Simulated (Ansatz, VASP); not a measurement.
**Two plane-wave programs on Ge**

```
Ge
1.0
     0.02085    2.83687    2.83687
     2.83687    0.02085    2.83687
     2.85772    2.85772    0.00000
Ge
2
Direct
  0.00091 0.00091 0.99909
  0.24909 0.24909 0.25091
```

Change from the starting cell: shear_xy strain +1.5%.

Alike in both runs: task single point; functional PBE; k mesh 8 × 8 × 8; occupations fermi-dirac, width 0.02 eV; no spin polarisation.

|  | VASP | Ansatz |
| --- | --- | --- |
| version | VASP 6.6.1 | Ansatz 0.2.0 |
| potentials or method | VASP PAW PBE potentials, release 64 (Ge_d) | plane waves, PAW |
| plane-wave cutoff (eV) | 520 | 420 |
| valence electrons in the cell | 28 | 28 |

```tsv
	VASP	Ansatz	Ansatz less VASP
pressure (GPa)	3.0	3.0	+0.05
traceless stress, the component that is largest in VASP (GPa)	-0.90	-0.90	+0.002
rms of the force components (eV/Å)	0.014	0.015	+0.0004
```

Atom by atom the forces differ by 0.000 eV/Å (rms over components). The functional is the same, so the differences come from potentials, cutoffs and numerics.
